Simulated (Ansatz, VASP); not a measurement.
**CoO in VASP and in Ansatz**

The input INCAR:

```
PREC = Accurate
ENCUT = 520
EDIFF = 1E-7
ISMEAR = 0
SIGMA = 0.05
LREAL = False
LASPH = True
NELM = 150
ALGO = Normal
ISIF = 2
LWAVE = False
LCHARG = True
ISPIN = 2
MAGMOM = 0.5 0
LORBIT = 11
LMAXMIX = 4
LDAU = True
LDAUTYPE = 2
LDAUL = 2 -1
LDAUU = 3.3 0
LDAUJ = 0 0
LDAUPRINT = 1
GGA = PE
LELF = True
LVHAR = True
NBANDS = 18
```

KPOINTS

```
Automatic mesh
0
Gamma
  10 10 10
```

File POSCAR:

```
CoO
1.0
    0.0000000000      2.1315016559      2.1315016559
    2.1315016559      0.0000000000      2.1315016559
    2.1315016559      2.1315016559      0.0000000000
Co O
1 1
Direct
    0.0000000000      0.0000000000      0.0000000000
    0.5000000000      0.5000000000      0.5000000000
```

Input for Ansatz:

```yaml
crystal:
  lattice:
    - [0.0, 2.1315016559, 2.1315016559]
    - [2.1315016559, 0.0, 2.1315016559]
    - [2.1315016559, 2.1315016559, 0.0]
  atoms:
    - { symbol: Co, position: [0.0, 0.0, 0.0], spin: 0.5 }
    - { symbol: O, position: [0.5, 0.5, 0.5] }
basis:
  ecutwfc: 420
  ecutrho_ratio: 4
kpoints:
  mp_grid: { grid: [10, 10, 10] }
hamiltonian:
  xc: pbe
  hubbard: { sites: [{ species: Co, l: d, u_eff: 3.3 }] }
scf:
  occupations: { method: gaussian, width: 0.05 }
  lower_state_search: "off"
output:
  forces: true
  stress: true
  eigenvalues: true
  populations: true
  hubbard: { sites: [{ species: Co, l: d }] }
magnetization:
  spin_polarized: true
checkpoint:
  read: start.run
  write: ck
  compress: false
  write_wavefunctions: false
  write_every: 100000
```

Alike in both runs: task single point; functional PBE; k mesh 10 × 10 × 10; occupations gaussian, width 0.05 eV; collinear spin; Hubbard terms Co d U = 3.3 eV.

```csv
,VASP,Ansatz
version,VASP 6.6.1,Ansatz 0.2.0
potentials or method,"VASP PAW PBE potentials, release 64 (Co, O), cutoff 520 eV","scalar-relativistic, plane waves, PAW"
valence electrons in the cell,15,23
```

VASP gave:

- pressure (GPa): -2.1
- net moment per atom (μB): 1.50
- size of the moment on the site where the two differ most (μB): 2.73

Problem. What did Ansatz give for the same quantities?

Solution. Pressure (GPa): 8.2; net moment per atom (μB): 1.50; size of the moment on the site where the two differ most (μB): 2.60.

Site moments also hang on the region over which each program counts them. The programs project onto different local orbitals, so the same U acts differently, and such runs can settle in different states. VASP's potentials hold 15 valence electrons a cell and Ansatz's 23, so a difference there can come from the potentials and not from the codes. Ansatz's warnings: stability check not made.
